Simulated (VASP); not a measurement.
# B2Sb3Os (P-4m2) in VASP: single point with PBE

Aim: the single point of B2Sb3Os with PBE.

Program: VASP 6.6.1. These are calculated values, not measurements. Logs are shortened: lines on timing, memory, paths and dates and some standing lists are left out, and cuts for length are marked.

### 1 The cell of the first run

The structure is tetragonal, space group P-4m2 (No. 115). Conventional cell: a = 4.049 Å, b = 4.049 Å, c = 7.535 Å, α = 90.00°, β = 90.00°, γ = 90.00°. B (site symmetry 2mm) has 3 Sb at 2.26 to 2.31 Å and 2 Os at 2.31 Å within 3.0 Å. Within 3.0 Å of Sb (site symmetry 2mm) lie 1 B at 2.26 Å and 4 Sb at 2.97 Å. Within 3.0 Å of Sb (site symmetry -4m2) lie 4 B at 2.31 Å and 4 Os at 2.86 Å. Os (site symmetry -4m2) has 4 B at 2.31 Å and 4 Sb at 2.86 Å within 3.0 Å.

### 2 Single point, PBE

POSCAR reads:

```
B2Sb3Os
1.0
    4.0485546431      0.0000000000      0.0000000000
    0.0000000000      4.0485546431      0.0000000000
    0.0000000000      0.0000000000      7.5345674017
B Sb Os
2 3 1
Direct
    0.5000000000      0.0000000000      0.8535128691
    0.0000000000      0.5000000000      0.1464871309
    0.5000000000      0.0000000000      0.5533409246
    0.0000000000      0.5000000000      0.4466590754
    0.0000000000      0.0000000000      0.0000000000
    0.5000000000      0.5000000000      0.0000000000
```

INCAR.step1 reads:

```
SYSTEM = B2Sb3Os
PREC = Accurate ; ENCUT = 520
EDIFF = 1E-6 ; ISMEAR = 0
SIGMA = 0.1 ; LREAL = .FALSE.
LASPH = .TRUE. ; NELM = 60
ALGO = Fast ; ISIF = 2
LWAVE = .FALSE. ; LCHARG = .TRUE.
LMAXMIX = 4 ; GGA = PE
NBANDS = 24
```

KPOINTS.step1 reads:

```
regular mesh
0
G
  10 10 6
  0 0 0
```

INCAR.step2 reads:

```
SYSTEM = B2Sb3Os
PREC = Accurate ; ENCUT = 520
EDIFF = 1E-6 ; ISMEAR = -5
SIGMA = 0.1 ; LREAL = .FALSE.
LASPH = .TRUE. ; NELM = 60
ALGO = Fast ; ISIF = 2
LWAVE = .FALSE. ; LCHARG = .FALSE.
LMAXMIX = 4 ; GGA = PE
LORBIT = 11 ; NBANDS = 24
NEDOS = 2001 ; ICHARG = 11
```

KPOINTS.step2 reads:

```
regular mesh
0
G
  15 15 9
  0 0 0
```

Potentials or basis: VASP PAW PBE potentials, release 64 (B, Sb, Os).

Launch:

```bash
> cat potpaw_PBE.64/B/POTCAR potpaw_PBE.64/Sb/POTCAR potpaw_PBE.64/Os/POTCAR > POTCAR
> cp INCAR.step1 INCAR
> cp KPOINTS.step1 KPOINTS
> mpirun -np 1 vasp_std > vasp.out
> cp INCAR.step2 INCAR
> cp KPOINTS.step2 KPOINTS
> mpirun -np 1 vasp_std > vasp.out
```

OUTCAR:

```text
SYSTEM = B2Sb3Os
   PREC = Accurate
   ENCUT = 520
   EDIFF = 1E-6
   ISMEAR = -5
   LREAL = .FALSE.
   LASPH = .TRUE.
   NELM = 60
   ISIF = 2
   GGA = PE
   LORBIT = 11
   ICHARG = 11

 ion  position               nearest neighbor table
   1  0.500  0.000  0.854-   3 2.26   5 2.31   6 2.31   6 2.31   5 2.31
   2  0.000  0.500  0.146-   4 2.26   5 2.31   6 2.31   5 2.31   6 2.31
   3  0.500  0.000  0.553-   1 2.26   4 2.97   4 2.97   4 2.97   4 2.97
   4  0.000  0.500  0.447-   2 2.26   3 2.97   3 2.97   3 2.97   3 2.97
   5  0.000  0.000  0.000-   1 2.31   2 2.31   2 2.31   1 2.31   6 2.86   6 2.86   6 2.86   6 2.86

   6  0.500  0.500  0.000-   1 2.31   2 2.31   1 2.31   2 2.31   5 2.86   5 2.86   5 2.86   5 2.86

  LATTYP: Found a simple tetragonal cell.
 ALAT       =     4.0485546431
 C/A-ratio  =     1.8610511814

  Lattice vectors:

 A1 = (   4.0485546431,   0.0000000000,   0.0000000000)
 A2 = (   0.0000000000,   4.0485546431,   0.0000000000)
 A3 = (   0.0000000000,   0.0000000000,   7.5345674017)

Analysis of symmetry for initial positions (statically):
=====================================================================
 Subroutine PRICEL returns:
 Original cell was already a primitive cell.

 Routine SETGRP: Setting up the symmetry group for a
 simple tetragonal supercell.

 Subroutine GETGRP returns: Found  8 space group operations
 (whereof  8 operations were pure point group operations)
 out of a pool of 16 trial point group operations.

The static configuration has the point symmetry D_2d.

Analysis of symmetry for dynamics (positions and initial velocities):
=====================================================================
 Subroutine PRICEL returns:
 Original cell was already a primitive cell.

 Routine SETGRP: Setting up the symmetry group for a
 simple tetragonal supercell.

 Subroutine GETGRP returns: Found  8 space group operations
 (whereof  8 operations were pure point group operations)
 out of a pool of 16 trial point group operations.

The dynamic configuration has the point symmetry D_2d.

 Subroutine INISYM returns: Found  8 space group operations
 (whereof  8 operations are pure point group operations),
 and found     1 'primitive' translations

----------------------------------------------------------------------------------------

                                     Primitive cell

  volume of cell :     123.4975

  direct lattice vectors                    reciprocal lattice vectors
     4.048554643  0.000000000  0.000000000     0.247001730  0.000000000  0.000000000
     0.000000000  4.048554643  0.000000000     0.000000000  0.247001730  0.000000000
[... 108 lines left out ...]
   EMIN   =  10.00;   EMAX   =-10.00  energy-range for DOS
   EFERMI =   0.00;   METHOD = LEGACY
   ISMEAR =    -5;   SIGMA  =   0.10  broadening in eV -4-tet -1-fermi 0-gaus
   EFERMI_NEDOS =   21; number of points for ismear=-14 and -15
   IALGO  =     68    algorithm
   IMIX   =      4    mixing-type and parameters
     AMIX     =   0.40;   BMIX     =  1.00
     AMIX_MAG =   1.60;   BMIX_MAG =  1.00
  volume/ion in A,a.u.               =      20.58       138.90
  Fermi-wavevector in a.u.,A,eV,Ry     =   1.010000  1.908623 13.879304  1.020100
  Thomas-Fermi vector in A             =   2.142963
   LORBIT       =     11    0 simple, 1 ext, 2 COOP (PROOUT), +10 PAW based schemes
   GGA     = PE    functional components
   LHFCALC =     F    Hartree Fock is set to
   AEXX    =    0.0000 exact exchange contribution
   IVDW    =     0    specifies the selected vdW correction
   LEPSILON=     F    determine dielectric tensor
   LRPA    =     F    only Hartree local field effects (RPA)
 non-spin polarized calculation
 RMM-DIIS sequential band-by-band and
 Fermi weights with tetrahedron method with Bloechl corrections
  energy-cutoff  :      520.00
  volume of cell :      123.50
 maximum number of plane-waves:      3364
 NGX is ok and might be reduce to    30

 number of electron      28.9999996 magnetization

 Free energy of the ion-electron system (eV)
  ---------------------------------------------------
  ext. energy  EPLUGINS =         0.00000000
  ---------------------------------------------------
  free energy    TOTEN  =       -32.67276039 eV

  energy without entropy =      -32.67276039  energy(sigma->0) =      -32.67276039

 E-fermi :   6.9860     XC(G=0): -10.1371

 val. band max:        7.0342159004   @ k =   0.3333   0.1333   0.0000
 cond. band min:       6.9546609842   @ k =   0.2667   0.0000   0.4444
 fundamental gap:     -0.0795549162
 Fermi energy:         6.9859870835

 k-point     1 :       0.0000    0.0000    0.0000
  band No.  band energies     occupation
      1      -6.3876      2.00000
      2      -5.0424      2.00000
      3      -2.1550      2.00000
      4       0.9616      2.00000
      5       2.8000      2.00000
      6       2.8000      2.00000
[... 637 lines left out ...]
     23      12.0081      0.00000
     24      12.7606      0.00000

 [... further k-points ...]
[... 5 lines left out ...]
  --------------------------------------------------------------------------------------
  -------------------------------------------------------------------------------------
  Total        0.1818290      0.1818290      0.5923549      0.0000000      0.0000000      0.0000000
  in kB        2.3589319      2.3589319      7.6848295      0.0000000      0.0000000      0.0000000
  external PRESSURE =       4.1342311 kB  Pullay stress =       0.0000000 kB

 VOLUME and BASIS-vectors are now :
 -----------------------------------------------------------------------------
  energy-cutoff  :      520.00
  volume of cell :      123.50
      direct lattice vectors                 reciprocal lattice vectors
     4.048554643  0.000000000  0.000000000     0.247001730  0.000000000  0.000000000
     0.000000000  4.048554643  0.000000000     0.000000000  0.247001730  0.000000000
     0.000000000  0.000000000  7.534567402     0.000000000  0.000000000  0.132721621

 POSITION                                       TOTAL-FORCE (eV/Angst)
 -----------------------------------------------------------------------------------
      2.02428      0.00000      6.43085         0.000000      0.000000      0.018823
      0.00000      2.02428      1.10372        -0.000000      0.000000     -0.018823
      2.02428      0.00000      4.16918        -0.000000      0.000000     -0.006575
      0.00000      2.02428      3.36538        -0.000000      0.000000      0.006575
      0.00000      0.00000      0.00000        -0.000000      0.000000      0.000000
      2.02428      2.02428      0.00000        -0.000000     -0.000000      0.000000
 -----------------------------------------------------------------------------------
    total drift:                                0.000000      0.000000      0.000000

  FREE ENERGIE OF THE ION-ELECTRON SYSTEM (eV)
  ---------------------------------------------------
  free  energy   TOTEN  =       -32.6727603920 eV

  energy  without entropy=      -32.6727603920  energy(sigma->0) =      -32.67276039

 total charge

# of ion       s       p       d       tot
------------------------------------------
    1        0.668   1.046   0.000   1.714
    2        0.668   1.046   0.000   1.714
    3        1.186   1.206   0.048   2.440
    4        1.186   1.206   0.048   2.440
    5        1.080   1.289   0.118   2.487
    6        0.607   0.422   6.176   7.205
--------------------------------------------------
tot          5.394   6.215   6.391  18.000
```

OUTCAR.step1:

```text
SYSTEM = B2Sb3Os
   PREC = Accurate
   ENCUT = 520
   EDIFF = 1E-6
   ISMEAR = 0
   LREAL = .FALSE.
   LASPH = .TRUE.
   NELM = 60
[... 886 lines left out ...]
      0.00000      2.02428      3.36538        -0.000000     -0.000000      0.031991
      0.00000      0.00000      0.00000        -0.000000     -0.000000      0.000000
      2.02428      2.02428      0.00000        -0.000000      0.000000      0.000000
 -----------------------------------------------------------------------------------
    total drift:                                0.000000      0.000000      0.000000

  FREE ENERGIE OF THE ION-ELECTRON SYSTEM (eV)
  ---------------------------------------------------
  free  energy   TOTEN  =       -32.6704200305 eV

  energy  without entropy=      -32.6519766631  energy(sigma->0) =      -32.66119835
```

OSZICAR.step1:

```text
N       E                     dE             d eps       ncg     rms          rms(c)
DAV:   1     0.132955448901E+03    0.13296E+03   -0.10512E+04  4032   0.978E+02
DAV:   2    -0.233383433552E+02   -0.15629E+03   -0.14435E+03  4776   0.217E+02
DAV:   3    -0.348372530779E+02   -0.11499E+02   -0.11081E+02  5288   0.573E+01
DAV:   4    -0.350765529595E+02   -0.23930E+00   -0.23854E+00  4896   0.911E+00
DAV:   5    -0.350826823941E+02   -0.61294E-02   -0.61263E-02  5592   0.130E+00    0.163E+01
RMM:   6    -0.331758346773E+02    0.19068E+01   -0.69295E+00  4196   0.111E+01    0.700E+00
RMM:   7    -0.329628486069E+02    0.21299E+00   -0.18328E+00  4462   0.935E+00    0.654E+00
RMM:   8    -0.326753469615E+02    0.28750E+00   -0.45134E-01  4701   0.397E+00    0.188E+00
RMM:   9    -0.326705052274E+02    0.48417E-02   -0.97064E-02  4883   0.164E+00    0.118E+00
RMM:  10    -0.326701814521E+02    0.32378E-03   -0.16967E-02  5044   0.703E-01    0.243E-01
RMM:  11    -0.326703047926E+02   -0.12334E-03   -0.39008E-03  5080   0.319E-01    0.195E-01
RMM:  12    -0.326703757029E+02   -0.70910E-04   -0.65074E-04  4954   0.151E-01    0.931E-02
RMM:  13    -0.326704162852E+02   -0.40582E-04   -0.17989E-04  4991   0.746E-02    0.338E-02
RMM:  14    -0.326704199181E+02   -0.36329E-05   -0.54690E-05  5348   0.364E-02    0.109E-02
RMM:  15    -0.326704200305E+02   -0.11238E-06   -0.88095E-06  4616   0.171E-02
   1 F= -.32670420E+02 E0= -.32661198E+02  d E =-.184434E-01
```

It took 5.3 min on 1 thread of Oxide Virtual Turin-like, shared host; peak memory 0.57 GiB.

Results:

```
Valence electrons inside the program's atomic spheres : B 1.71; Sb 2.44, 2.49 (each value once); Os 7.21
```

Caveat: spin-orbit coupling is left out, which moves the levels of the heavy elements.
